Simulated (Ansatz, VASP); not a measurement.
## Two plane-wave programs on PbSe

The input INCAR:

```
SYSTEM = PbSe
ALGO = Normal
EDIFF = 1E-7
ENCUT = 520
GGA = PE
ISIF = 2
ISMEAR = 0
LASPH = .True.
LCHARG = .False.
LREAL = .False.
LWAVE = .False.
NBANDS = 17
NELM = 80
PREC = Accurate
SIGMA = 0.03
```

The input KPOINTS:

```
k-points
0
Gamma
  10 10 10
  0 0 0
```

File POSCAR:

```
PbSe
1.0
    0.0000000000      3.0621500000      3.0621500000
    3.0621500000      0.0000000000      3.0621500000
    3.0621500000      3.0621500000      0.0000000000
Pb Se
1 1
Direct
    0.0000000000      0.0000000000      0.0000000000
    0.4632611074      0.5367388926      0.5367388926
```

Input for Ansatz:

```yaml
crystal:
  lattice:
    - [0.0, 3.06215, 3.06215]
    - [3.06215, 0.0, 3.06215]
    - [3.06215, 3.06215, 0.0]
  atoms:
    - { symbol: Pb, position: [0.0, 0.0, 0.0] }
    - { symbol: Se, position: [0.4632611074, 0.5367388926, 0.5367388926] }
basis:
  ecutwfc: 420
kpoints:
  mp_grid: { grid: [10, 10, 10] }
hamiltonian:
  xc: pbe
scf:
  occupations: { method: gaussian, width: 0.03 }
output:
  forces: true
  stress: true
  eigenvalues: true
```

Change from the starting cell: all Se atoms moved +0.225 Å, as atom 2 along Cartesian [1 0 0].

Alike in both runs: task single point; functional PBE; k mesh 10 × 10 × 10; occupations gaussian, width 0.03 eV; no spin polarisation.

```csv
,VASP,Ansatz
version,VASP 6.6.1,Ansatz 0.2.0
potentials or method,"VASP PAW PBE potentials, release 64 (Pb_d, Se), cutoff 520 eV","scalar-relativistic, plane waves, PAW"
valence electrons in the cell,20,30
```

Ansatz gave:

```
gap on the k mesh at the Fermi level (eV)                     : 0.74
least direct gap on the mesh (eV)                             : 0.74
pressure (GPa)                                                : 3.1
traceless stress, the component that is largest in VASP (GPa) : 1.46
rms of the force components (eV/Å)                            : 0.173
```

Which values does VASP return?

gap on the k mesh at the Fermi level (eV): 0.74; least direct gap on the mesh (eV): 0.74; pressure (GPa): 3.1; traceless stress, the component that is largest in VASP (GPa): 1.48; rms of the force components (eV/Å): 0.176.

Atom by atom the forces differ by 0.003 eV/Å (rms over components). VASP's potentials hold 20 valence electrons a cell and Ansatz's 30, so a difference there can come from the potentials and not from the codes.

Neither program's run includes spin-orbit coupling.
